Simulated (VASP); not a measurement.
# SiC in VASP: a series of runs, part 2 of 2

VASP 6.6.1. Earlier steps stand in the parts before.

### Step 3. Single point, PBE (epitaxial 111 strain -0.5%)

INCAR

```
PREC = Accurate
ENCUT = 520
EDIFF = 1E-6
ISMEAR = -1
SIGMA = 0.02
LREAL = F
LASPH = T
NELM = 80
ALGO = Normal
ISIF = 2
LWAVE = F
LCHARG = F
GGA = PE
NBANDS = 11
```

KPOINTS

```
regular mesh
0
Gamma
  10 10 10
```

POSCAR

```
SiC
1.0
    0.0087988724      2.1759609583      2.1759609583
    2.1759609583      0.0087988724      2.1759609583
    2.1759609583      2.1759609583      0.0087988724
Si C
1 1
Direct
    0.0001849467      0.0001849467      0.0001849467
    0.2498150533      0.2498150533      0.2498150533
```

Potentials or basis: VASP PAW PBE potentials, release 64 (Si, C).

The run is started by

```bash
$ cat potpaw_PBE.64/Si/POTCAR potpaw_PBE.64/C/POTCAR > POTCAR
$ mpirun -np 1 vasp_std > vasp.out
```

OUTCAR:

```text
PREC = Accurate
   ENCUT = 520
   EDIFF = 1E-6
   ISMEAR = -1
   LREAL = F
   LASPH = T
   NELM = 80
   ISIF = 2
   GGA = PE

 ion  position               nearest neighbor table
   1  0.000  0.000  0.000-   2 1.88   2 1.88   2 1.88   2 1.89
   2  0.250  0.250  0.250-   1 1.88   1 1.88   1 1.88   1 1.89

  LATTYP: Found a trigonal (rhomboedric) cell.
 ALAT       =     3.0772860777
 COS(alpha) =     0.5040395512

  Lattice vectors:

 A1 = (   0.0087988724,   2.1759609583,   2.1759609583)
 A2 = (   2.1759609583,   0.0087988724,   2.1759609583)
 A3 = (   2.1759609583,   2.1759609583,   0.0087988724)

Analysis of symmetry for initial positions (statically):
=====================================================================
 Subroutine PRICEL returns:
 Original cell was already a primitive cell.

 Routine SETGRP: Setting up the symmetry group for a
 trigonal (rhombohedral) supercell.

 Subroutine GETGRP returns: Found  6 space group operations
 (whereof  6 operations were pure point group operations)
 out of a pool of 12 trial point group operations.

The static configuration has the point symmetry C_3v.

Analysis of symmetry for dynamics (positions and initial velocities):
=====================================================================
 Subroutine PRICEL returns:
 Original cell was already a primitive cell.

 Routine SETGRP: Setting up the symmetry group for a
 trigonal (rhombohedral) supercell.

 Subroutine GETGRP returns: Found  6 space group operations
 (whereof  6 operations were pure point group operations)
 out of a pool of 12 trial point group operations.

The dynamic configuration has the point symmetry C_3v.

 Subroutine INISYM returns: Found  6 space group operations
 (whereof  6 operations are pure point group operations),
 and found     1 'primitive' translations

----------------------------------------------------------------------------------------

                                     Primitive cell

  volume of cell :      20.4805

  direct lattice vectors                    reciprocal lattice vectors
     0.008798872  2.175960958  2.175960958    -0.231182006  0.230250947  0.230250947
     2.175960958  0.008798872  2.175960958     0.230250947 -0.231182006  0.230250947
     2.175960958  2.175960958  0.008798872     0.230250947  0.230250947 -0.231182006

  length of vectors
     3.077286078  3.077286078  3.077286078     0.399344609  0.399344609  0.399344609

  position of ions in fractional coordinates (direct lattice)
     0.000184947  0.000184947  0.000184947
     0.249815053  0.249815053  0.249815053

  ion indices of the primitive-cell ions
   primitive index   ion index
                 1           1
                 2           2

----------------------------------------------------------------------------------------

 KPOINTS: regular mesh

Automatic generation of k-mesh.
 Grid dimensions read from file:
 generate k-points for:   10   10   10

 Generating k-lattice:

  Cartesian coordinates                     Fractional coordinates (reciprocal lattice)
    -0.023118201  0.023025095  0.023025095     0.100000000  0.000000000 -0.000000000
     0.023025095 -0.023118201  0.023025095     0.000000000  0.100000000 -0.000000000
     0.023025095  0.023025095 -0.023118201     0.000000000  0.000000000  0.100000000

  Length of vectors
     0.039934461  0.039934461  0.039934461

  Shift w.r.t. Gamma in fractional coordinates (k-lattice)
     0.000000000  0.000000000  0.000000000

 Subroutine IBZKPT returns following result:
 ===========================================

 Found    116 irreducible k-points:

 Following reciprocal coordinates:
            Coordinates               Weight
  0.000000  0.000000  0.000000      1.000000
  0.100000  0.000000  0.000000      6.000000
  0.200000  0.000000  0.000000      6.000000
  0.300000 -0.000000 -0.000000      6.000000
  0.400000 -0.000000 -0.000000      6.000000
  0.500000 -0.000000 -0.000000      3.000000
[... 16 lines left out ...]
  0.300000  0.300000 -0.000000      6.000000
  0.400000  0.300000 -0.000000     12.000000
 [... further k-points ...]
   k-points           NKPTS =    116   k-points in BZ     NKDIM =    116   number of bands    NBANDS=     11
   number of dos      NEDOS =    301   number of ions     NIONS =      2
   total plane-waves  NPLWV =  13824
   dimension x,y,z NGX =    24 NGY =   24 NGZ =   24
   dimension x,y,z NGXF=    48 NGYF=   48 NGZF=   48
   ions per type =               1   1
   NGX,Y,Z   is equivalent  to a cutoff of  12.97, 12.97, 12.97 a.u.
   NGXF,Y,Z  is equivalent  to a cutoff of  25.93, 25.93, 25.93 a.u.
 SYSTEM =  unknown system
   PREC   = accura    normal or accurate (medium, high low for compatibility)
   ISTART =      0    job   : 0-new  1-cont  2-samecut
   ICHARG =      2    charge: 1-file 2-atom 10-const
   ISPIN  =      1    spin polarized calculation?
   LNONCOLLINEAR =      F non collinear calculations
   LSORBIT =      F    spin-orbit coupling
   LASPH  =      T    aspherical Exc in radial PAW
   ENCUT  =  520.0 eV  38.22 Ry    6.18 a.u.   5.72  5.72  5.72*2*pi/ulx,y,z
   NELM   =     80;   NELMIN=  2; NELMDL= -5     # of ELM steps
   EDIFF  = 0.1E-05   stopping-criterion for ELM
   LREAL  =      F    real-space projection
   EDIFFG = 0.1E-04   stopping-criterion for IOM
   NSW    =      0    number of steps for IOM
   IBRION =     -1    ionic relax: 0-MD 1-quasi-New 2-CG
   NFREE  =      0    steps in history (QN), initial steepest desc. (CG)
   ISIF   =      2    stress and relaxation
   ISYM   =      2    0-nonsym 1-usesym 2-fastsym
   POTIM  = 0.5000    time-step for ionic-motion
   TEBEG  =    0.0;   TEEND  =   0.0 temperature during run
   PSTRESS=    0.0 pullay stress
   NELECT =       8.0000    total number of electrons
   NUPDOWN=      -1.0000    fix difference up-down
   EMIN   =  10.00;   EMAX   =-10.00  energy-range for DOS
   EFERMI =   0.00;   METHOD = LEGACY
   ISMEAR =    -1;   SIGMA  =   0.02  broadening in eV -4-tet -1-fermi 0-gaus
   EFERMI_NEDOS =   21; number of points for ismear=-14 and -15
   IALGO  =     38    algorithm
   IMIX   =      4    mixing-type and parameters
     AMIX     =   0.40;   BMIX     =  1.00
     AMIX_MAG =   1.60;   BMIX_MAG =  1.00
  volume/ion in A,a.u.               =      10.24        69.10
  Fermi-wavevector in a.u.,A,eV,Ry     =   1.196716  2.261466 19.485304  1.432129
  Thomas-Fermi vector in A             =   2.332649
   LORBIT       =      0    0 simple, 1 ext, 2 COOP (PROOUT), +10 PAW based schemes
   GGA     = PE    functional components
   LHFCALC =     F    Hartree Fock is set to
   AEXX    =    0.0000 exact exchange contribution
   IVDW    =     0    specifies the selected vdW correction
   LEPSILON=     F    determine dielectric tensor
   LRPA    =     F    only Hartree local field effects (RPA)
 non-spin polarized calculation
  energy-cutoff  :      520.00
  volume of cell :       20.48
 maximum number of plane-waves:       568
   NGX = 11   NGY = 11   NGZ = 11

 number of electron       8.0000001 magnetization

 Free energy of the ion-electron system (eV)
  ---------------------------------------------------
  ext. energy  EPLUGINS =         0.00000000
  ---------------------------------------------------
  free energy    TOTEN  =       -15.05108155 eV

  energy without entropy =      -15.05108155  energy(sigma->0) =      -15.05108155

 E-fermi :   8.6694     XC(G=0): -11.4012

 val. band max:        8.2425232625   @ k =   0.0000   0.0000   0.0000
 cond. band min:       9.5689886523   @ k =   0.5000   0.5000   0.0000
 fundamental gap:      1.3264653897
 Fermi energy:         8.6694298192

 k-point     1 :       0.0000    0.0000    0.0000
  band No.  band energies     occupation
      1      -7.2616      2.00000
      2       8.1831      2.00000
      3       8.2425      2.00000
      4       8.2425      2.00000
      5      14.5639      0.00000
      6      15.5278      0.00000
      7      15.6458      0.00000
      8      15.6458      0.00000
      9      22.7896      0.00000
     10      22.7896      0.00000
     11      24.8629      0.00000
[... 309 lines left out ...]
 k-point    24 :       0.4000    0.3000   -0.0000
  band No.  band energies     occupation
      1      -4.0923      2.00000
      2       2.6377      2.00000
      3       5.0739      2.00000
      4       5.5486      2.00000
      5      11.0882      0.00000
      6      13.9075      0.00000
      7      19.9539      0.00000
      8      20.2501      0.00000
      9      22.1121      0.00000
     10      26.3907      0.00000
     11      29.6491      0.00000

 [... further k-points ...]
[... 5 lines left out ...]
  --------------------------------------------------------------------------------------
  -------------------------------------------------------------------------------------
  Total        0.7126293      0.7126293      0.7126293     -0.1318490     -0.1318490     -0.1318490
  in kB       55.7484991     55.7484991     55.7484991    -10.3144561    -10.3144561    -10.3144561
  external PRESSURE =      55.7484991 kB  Pullay stress =       0.0000000 kB

 VOLUME and BASIS-vectors are now :
 -----------------------------------------------------------------------------
  energy-cutoff  :      520.00
  volume of cell :       20.48
      direct lattice vectors                 reciprocal lattice vectors
     0.008798872  2.175960958  2.175960958    -0.231182006  0.230250947  0.230250947
     2.175960958  0.008798872  2.175960958     0.230250947 -0.231182006  0.230250947
     2.175960958  2.175960958  0.008798872     0.230250947  0.230250947 -0.231182006

 POSITION                                       TOTAL-FORCE (eV/Angst)
 -----------------------------------------------------------------------------------
      0.00081      0.00081      0.00081         0.003833      0.003833      0.003833
      1.08937      1.08937      1.08937        -0.003833     -0.003833     -0.003833
 -----------------------------------------------------------------------------------
    total drift:                               -0.000014     -0.000014     -0.000014

  FREE ENERGIE OF THE ION-ELECTRON SYSTEM (eV)
  ---------------------------------------------------
  free  energy   TOTEN  =       -15.0510815450 eV

  energy  without entropy=      -15.0510815450  energy(sigma->0) =      -15.05108155
```

OSZICAR:

```text
N       E                     dE             d eps       ncg     rms          rms(c)
DAV:   1     0.393389292408E+01    0.39339E+01   -0.39360E+03  2664   0.608E+02
DAV:   2    -0.162935023772E+02   -0.20227E+02   -0.19134E+02  3151   0.110E+02
DAV:   3    -0.169326234288E+02   -0.63912E+00   -0.63777E+00  3122   0.161E+01
DAV:   4    -0.169350795536E+02   -0.24561E-02   -0.24560E-02  2903   0.127E+00
DAV:   5    -0.169350906171E+02   -0.11064E-04   -0.11063E-04  3117   0.797E-02    0.892E+00
DAV:   6    -0.151113441696E+02    0.18237E+01   -0.65089E+00  2870   0.115E+01    0.396E+00
DAV:   7    -0.150586888162E+02    0.52655E-01   -0.39986E-01  3050   0.361E+00    0.180E+00
DAV:   8    -0.150508719051E+02    0.78169E-02   -0.20606E-02  2900   0.954E-01    0.172E-01
DAV:   9    -0.150509696054E+02   -0.97700E-04   -0.16503E-03  3156   0.232E-01    0.113E-01
DAV:  10    -0.150510788639E+02   -0.10926E-03   -0.23582E-04  2873   0.937E-02    0.266E-02
DAV:  11    -0.150510811777E+02   -0.23139E-05   -0.41358E-05  3053   0.337E-02    0.698E-03
DAV:  12    -0.150510815450E+02   -0.36732E-06   -0.18555E-06  2415   0.824E-03
   1 F= -.15051082E+02 E0= -.15051082E+02  d E =-.106300E-11
```

stdout:

```text
POSCAR found type information on POSCAR SiC
 POSCAR found :  2 types and       2 ions
 scaLAPACK will be used
 LDA part: xc-table for (Slater+PW92), standard interpolation
 POSCAR, INCAR and KPOINTS ok, starting setup
 FFT: planning ... GRIDC
 FFT: planning ... GRID_SOFT
 FFT: planning ... GRID
 WAVECAR not read
 entering main loop
```

Run time: 11 s. Hardware: 1 thread of Intel Xeon Platinum 8375C at 2.90GHz (Ice Lake), shared host; peak memory 0.15 GiB.

Results:

| Item | Value |
| --- | --- |
| Free energy | -15.0511 eV |
| Pressure | 5.6 GPa |
| Largest force | 0.007 eV/Å |
| Band gap on the k mesh | 1.33 eV, indirect (least direct gap 4.52 eV) |

Forces on the atoms (eV/Å):
```
Si   0.004  0.004  0.004
C   -0.004 -0.004 -0.004
```

Stress tensor (GPa, compression positive):
```
 5.57 -1.03 -1.03
-1.03  5.57 -1.03
-1.03 -1.03  5.57
```

Caveat: the cell differs from its parent crystal (epitaxial 111 strain -0.5%).

### Step 4. Single point, r2SCAN (uniaxial z strain +3.2%)

POSCAR

```
SiC
1.0
    0.0000000000      2.1780523476      2.2470966071
    2.1780523476      0.0000000000      2.2470966071
    2.1780523476      2.1780523476      0.0000000000
Si C
1 1
Direct
    0.0000000000      0.0000000000      0.0000000000
    0.2500000000      0.2500000000      0.2500000000
```

INCAR.step1

```
SYSTEM = SiC
PREC = Accurate
ENCUT = 520
ISMEAR = 0
SIGMA = 0.01
LREAL = .FALSE.
LASPH = .TRUE.
NELM = 100
NBANDS = 11
GGA = PE
ALGO = Normal
EDIFF = 1E-4
LWAVE = .TRUE.
LCHARG = .FALSE.
```

INCAR.step2

```
SYSTEM = SiC
PREC = Accurate
ENCUT = 520
EDIFF = 1E-6
ISMEAR = 0
SIGMA = 0.01
LREAL = .FALSE.
LASPH = .TRUE.
NELM = 100
ALGO = Normal
ISIF = 2
LWAVE = .FALSE.
LCHARG = .TRUE.
METAGGA = R2SCAN
LMIXTAU = .TRUE.
LELF = .TRUE.
LVHAR = .TRUE.
NBANDS = 11
ISTART = 1
```

KPOINTS

```
regular mesh
0
G
  10 10 10
  0 0 0
```

The run is started by

```bash
$ cat potpaw_PBE.64/Si/POTCAR potpaw_PBE.64/C/POTCAR > POTCAR
$ cp INCAR.step1 INCAR
$ mpirun -np 1 vasp_std > vasp.out
$ cp INCAR.step2 INCAR
$ mpirun -np 1 vasp_std > vasp.out
```

It took 47 s on 1 thread of Intel Xeon Platinum 8375C at 2.90GHz (Ice Lake), shared host; peak memory 0.15 GiB.

It converged, with:

```
Free energy            : -19.3001 eV
Pressure               : -6.8 GPa
Band gap on the k mesh : 1.57 eV, indirect (least direct gap 4.99 eV)
```

Stress tensor (GPa, compression positive):
```
 -3.77   0.00   0.00
  0.00  -3.77   0.00
  0.00   0.00 -13.00
```

Levels at points of the mesh, in eV from the valence-band top:
```csv
k point,band 2,band 3,band 4,band 5,band 6,band 7
"(0.00, 0.00, 0.00)",-0.23,0.00,0.00,6.37,7.52,7.52
"(0.50, 0.00, 0.00)",-8.73,-1.38,-0.98,5.52,7.42,7.78
"(0.50, 0.50, 0.00)",-8.30,-3.12,-3.12,1.86,5.00,14.76
"(0.50, 0.00, 0.50)",-7.90,-3.49,-3.44,1.57,4.44,14.13
```

Caveat: the cell differs from its parent crystal (uniaxial z strain +3.2%); the PAW data sets were made with another functional, which shifts forces and pressure a little. A k mesh can miss the band edges.

### Step 5. Single point, r2SCAN (epitaxial 111 strain -0.5%)

POSCAR

```
SiC
1.0
    0.0087988724      2.1759609583      2.1759609583
    2.1759609583      0.0087988724      2.1759609583
    2.1759609583      2.1759609583      0.0087988724
Si C
1 1
Direct
    0.0001849467      0.0001849467      0.0001849467
    0.2498150533      0.2498150533      0.2498150533
```

INCAR.step1

```
SYSTEM = SiC
  PREC = Accurate
  ENCUT = 520
  ISMEAR = 0
  SIGMA = 0.01
  LREAL = .FALSE.
  LASPH = .TRUE.
  NELM = 60
  NBANDS = 11
  GGA = PE
  ALGO = Normal
  EDIFF = 1E-4
  LWAVE = .TRUE.
  LCHARG = .FALSE.
```

INCAR.step2

```
SYSTEM = SiC
  PREC = Accurate
  ENCUT = 520
  EDIFF = 1E-6
  ISMEAR = 0
  SIGMA = 0.01
  LREAL = .FALSE.
  LASPH = .TRUE.
  NELM = 60
  ALGO = Normal
  ISIF = 2
  LWAVE = .FALSE.
  LCHARG = .TRUE.
  METAGGA = R2SCAN
  LMIXTAU = .TRUE.
  LELF = .TRUE.
  LVHAR = .TRUE.
  NBANDS = 11
  ISTART = 1
```

KPOINTS is that of step 4.

The run is started by

```bash
$ cat potpaw_PBE.64/Si/POTCAR potpaw_PBE.64/C/POTCAR > POTCAR
$ cp INCAR.step1 INCAR
$ mpirun -np 1 vasp_std > vasp.out
$ cp INCAR.step2 INCAR
$ mpirun -np 1 vasp_std > vasp.out
```

Run time: 48 s. Hardware: 1 thread of Intel Xeon Platinum 8375C at 2.90GHz (Ice Lake), shared host; peak memory 0.15 GiB.

The run converged. Its results:

| Property | Result |
| --- | --- |
| Free energy | -19.3250 eV |
| Pressure | 1.9 GPa |
| Band gap on the k mesh | 1.70 eV, indirect (least direct gap 5.03 eV) |

Stress tensor (GPa, compression positive):
```
 1.94 -1.08 -1.08
-1.08  1.94 -1.08
-1.08 -1.08  1.94
```

Levels at points of the mesh, in eV from the valence-band top:
| k point | band 2 | band 3 | band 4 | band 5 | band 6 | band 7 |
| --- | --- | --- | --- | --- | --- | --- |
| (0.00, 0.00, 0.00) | -0.06 | 0.00 | 0.00 | 6.93 | 7.83 | 7.95 |
| (0.50, 0.00, 0.00) | -8.89 | -1.16 | -1.13 | 6.04 | 7.72 | 7.79 |
| (0.50, 0.50, 0.00) | -8.10 | -3.41 | -3.34 | 1.70 | 4.84 | 15.23 |
| (0.50, 0.50, 0.50) | -8.92 | -1.09 | -1.09 | 6.16 | 7.83 | 7.83 |

Caveat: the cell differs from its parent crystal (epitaxial 111 strain -0.5%); the PAW data sets were made with another functional, which shifts forces and pressure a little.

### Step 6. Overview

| level | cell | smearing | gap on the mesh (eV) | pressure (GPa) |
| --- | --- | --- | --- | --- |
| PBE | a = 3.129, b = 3.129, c = 3.080 Å, angles 60.5, 60.5, 59.0°, 2 atoms | fermi-dirac 0.02 eV | 1.22 | -3.2 |
| PBE | a = 3.077 Å, angles 59.7°, 2 atoms | fermi-dirac 0.02 eV | 1.33 | 5.6 |
| r2SCAN | a = 3.129, b = 3.129, c = 3.080 Å, angles 60.5, 60.5, 59.0°, 2 atoms | gaussian 0.01 eV | 1.57 | -6.8 |
| r2SCAN | a = 3.077 Å, angles 59.7°, 2 atoms | gaussian 0.01 eV | 1.70 | 1.9 |

Alike in all rows: task single point; potentials or basis VASP PAW PBE potentials, release 64 (Si, C); no spin polarisation; k mesh 10 × 10 × 10; cutoff (eV) 520.

Caveats: the PAW data sets were made with another functional, which shifts forces and pressure a little (some runs).

Absolute energies hang on the potentials; compare differences alone.
